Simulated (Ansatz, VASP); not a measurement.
**Two plane-wave programs on CdSe**

```xyz
2
Lattice="0.0000 2.8740 2.8740 2.8740 0.0000 2.8740 2.8740 2.8740 0.0000" Properties=species:S:1:pos:R:3 pbc="T T T"
Cd    0.0000    0.0000    0.0000
Se    2.8740    2.8740    2.8740
```

Alike in both runs: task single point; functional PBE; k mesh 6 × 6 × 6; occupations gaussian, width 0.1 eV; no spin polarisation.

|  | VASP | Ansatz |
| --- | --- | --- |
| version | VASP 6.6.1 | Ansatz 0.2.0 |
| potentials or method | VASP PAW PBE potentials, release 64 (Cd, Se), cutoff 520 eV | scalar-relativistic, plane waves, PAW |
| valence electrons in the cell | 18 | 36 |

Ansatz gave:

```
gap on the k mesh at the Fermi level (eV) : none
pressure (GPa)                            : -0.3
```

Question: Estimate VASP's values.

Answer: gap on the k mesh at the Fermi level (eV): none; pressure (GPa): 0.0.

A gap of «none» marks a metal or a gap that the smearing closes. VASP's potentials hold 18 valence electrons a cell and Ansatz's 36, so a difference there can come from the potentials and not from the codes.
